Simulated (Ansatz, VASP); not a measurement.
**Two plane-wave programs on MgCdO**

```
CELL_PARAMETERS angstrom
3.17212 0.00000 0.00000
0.00000 3.17212 0.00000
0.00000 0.00000 6.70394
ATOMIC_POSITIONS crystal
Mg 0.00000 0.00000 0.50000
Cd 0.00000 0.00000 0.00000
O 0.50000 0.50000 0.00000
```

Change from the starting cell: species swapped into the TiOF type (P4/mmm, No. 123).

Alike in both runs: functional PBE; k mesh 6 × 6 × 4; occupations gaussian, width 0.1 eV; no spin polarisation.

Ansatz relaxed the structure, and its values are those at the end. VASP's run is a single point on that final structure, the one shown.

```csv
,VASP,Ansatz
version,VASP 6.6.1,Ansatz 0.2.0
potentials or method,"VASP PAW PBE potentials, release 64 (Mg_sv, Cd_sv_GW, O), cutoff 750 eV","scalar-relativistic, plane waves, PAW"
valence electrons in the cell,36,36
```

```csv
,VASP,Ansatz,Ansatz less VASP
gap on the k mesh at the Fermi level (eV),none,none,-
pressure (GPa),-0.3,0.1,+0.35
```

A gap of «none» marks a metal or a gap that the smearing closes. The functional is the same, so the differences come from potentials, cutoffs and numerics.
